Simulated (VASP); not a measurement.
A run of VASP 6.6.1 is set up as follows.

INCAR

```
SYSTEM = GaP4
PREC = Accurate ; ENCUT = 600
EDIFF = 1E-6 ; ISMEAR = 0
SIGMA = 0.1 ; LREAL = .False.
LASPH = .True. ; NELM = 80
ALGO = Normal ; ISIF = 3
LWAVE = .False. ; LCHARG = .False.
GGA = PE ; IBRION = 2
NSW = 100 ; EDIFFG = -0.01
```

File KPOINTS:

```
Automatic mesh
0
Gamma
  8 8 8
  0 0 0
```

POSCAR

```
GaP4
1.0
    5.0828462208      0.0000000000      0.0000000000
    0.0000000000      5.0828462208      0.0000000000
    0.0000000000      0.0000000000      5.0828462208
Ga P
1 4
Direct
    0.0000000000      0.0000000000      0.0000000000
    0.3442366169      0.6557633831      0.6557633831
    0.6557633831      0.3442366169      0.6557633831
    0.6557633831      0.6557633831      0.3442366169
    0.3442366169      0.3442366169      0.3442366169
```

Potentials or basis: VASP PAW PBE potentials, release 64 (Ga_d, P).

Command:

```console
$ cat potpaw_PBE.64/Ga_d/POTCAR potpaw_PBE.64/P/POTCAR > POTCAR
$ mpirun -np 1 vasp_std > vasp.out
```

(1) Predict the relaxed cell.

(2) Predict the band gap on the k mesh.

## Answers

(1) a = 5.115 Å, b = 5.115 Å, c = 5.115 Å, α = 90.00°, β = 90.00°, γ = 90.00°.

(2) zero (an odd number of electrons rules out a gap without spin polarisation).
